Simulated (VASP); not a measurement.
Set up this calculation in VASP 6.6.1, as the native input.

```
Task                   : single point
Functional             : PBE
Dispersion             : D4
Potentials or basis    : VASP PAW PBE potentials, release 64 (Pb_d, Te)
Cutoff                 : 500 eV
k mesh                 : 6 × 6 × 6
Occupations            : gaussian, width 0.05 eV
Spin                   : no spin polarisation
Dipole correction      : no
Further INCAR settings : ALGO = Normal; EDIFF = 1e-06; NBANDS = 17
```

The structure of TePb lies in POSCAR:

```
TePb
1.0
    0.0000000000      3.2357686366      3.2357686366
    3.2357686366      0.0000000000      3.2357686366
    3.2357686366      3.2357686366      0.0000000000
Pb Te
1 1
Direct
    0.5000000000      0.5000000000      0.5000000000
    0.0000000000      0.0000000000      0.0000000000
```

The input as run:

INCAR

```
SYSTEM = TePb
PREC     = Accurate       ! precision mode
ENCUT    = 500            ! plane-wave cutoff, eV
EDIFF    = 1E-6           ! SCF threshold, eV
ISMEAR   = 0              ! smearing method
SIGMA    = 0.05           ! smearing width, eV
LREAL    = .False.        ! projectors in reciprocal space
LASPH    = .True.         ! aspherical terms in the spheres
NELM     = 120            ! most SCF steps
ALGO     = Normal         ! electronic algorithm
ISIF     = 2              ! what is computed and relaxed
LWAVE    = .False.        ! write WAVECAR
LCHARG   = .True.         ! write CHGCAR
GGA      = PE             ! functional
IVDW     = 13             ! dispersion correction
LELF     = .True.         ! ELF
LVHAR    = .True.       
NBANDS   = 17             ! bands
GGA_COMPAT= .False.
```

KPOINTS

```
Automatic mesh
0
Gamma
  6 6 6
  0 0 0
```

Potentials or basis: VASP PAW PBE potentials, release 64 (Pb_d, Te).

Launch:

```sh
$ cat potpaw_PBE.64/Pb_d/POTCAR potpaw_PBE.64/Te/POTCAR > POTCAR
$ mpirun -np 1 vasp_std > vasp.out
```

It gave:

```yaml
Pressure: -0.1 GPa
Band_gap_on_the_k_mesh: 0.74 eV, direct
Dispersion_energy_per_atom: -0.436 eV
```

Caveat: spin-orbit coupling is left out, which moves the levels of the heavy elements.

Run time: 23 s on 1 thread of Intel Xeon 6975P-C, on a shared host, peak memory 0.2 GiB.
